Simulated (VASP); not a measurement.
Here is a VASP 6.6.1 calculation.

File INCAR:

```
SYSTEM = Sb3As2
PREC = Accurate ; ENCUT = 600
EDIFF = 1E-6 ; ISMEAR = 0
SIGMA = 0.1 ; LREAL = .False.
LASPH = .True. ; NELM = 80
ALGO = Normal ; ISIF = 3
LWAVE = .False. ; LCHARG = .False.
GGA = PE ; IBRION = 2
NSW = 90 ; EDIFFG = -0.04
```

File KPOINTS:

```
Automatic mesh
0
Gamma
  3 3 3
  0 0 0
```

The input POSCAR:

```
Sb3As2
1.0
    3.4321732093      1.9815661263      6.2470706525
   -3.4321732093      1.9815661263      6.2470706525
    0.0000000000     -3.9631322527      6.2470706525
Sb As
6 4
Direct
    0.0562500000      0.4437500000      0.7500000000
    0.7500000000      0.0562500000      0.4437500000
    0.4437500000      0.7500000000      0.0562500000
    0.9437500000      0.5562500000      0.2500000000
    0.2500000000      0.9437500000      0.5562500000
    0.5562500000      0.2500000000      0.9437500000
    0.8521800000      0.8521800000      0.8521800000
    0.6478200000      0.6478200000      0.6478200000
    0.1478200000      0.1478200000      0.1478200000
    0.3521800000      0.3521800000      0.3521800000
```

Potentials or basis: VASP PAW PBE potentials, release 64 (Sb, As).

Launch:

```console
$ cat potpaw_PBE.64/Sb/POTCAR potpaw_PBE.64/As/POTCAR > POTCAR
$ mpirun -np 1 vasp_std > vasp.out
```

Task: Predict the relaxed volume.

Result: 29.03 Å³/atom.

Task: Estimate the relaxed cell.

Result: a = 7.463 Å, b = 7.463 Å, c = 7.463 Å, α = 59.46°, β = 59.46°, γ = 59.46°.

Forces in eV/Å, atoms in the order of the input:
```
Sb  -0.038  0.000  0.000
Sb   0.019 -0.033  0.000
Sb   0.019  0.033  0.000
Sb   0.038  0.000  0.000
Sb  -0.019  0.033  0.000
Sb  -0.019 -0.033  0.000
As   0.000  0.000  0.026
As   0.000  0.000 -0.026
As   0.000  0.000 -0.026
As   0.000  0.000  0.026
```

Caveat: the k points lie up to 0.35 Å⁻¹ apart in the final cell.
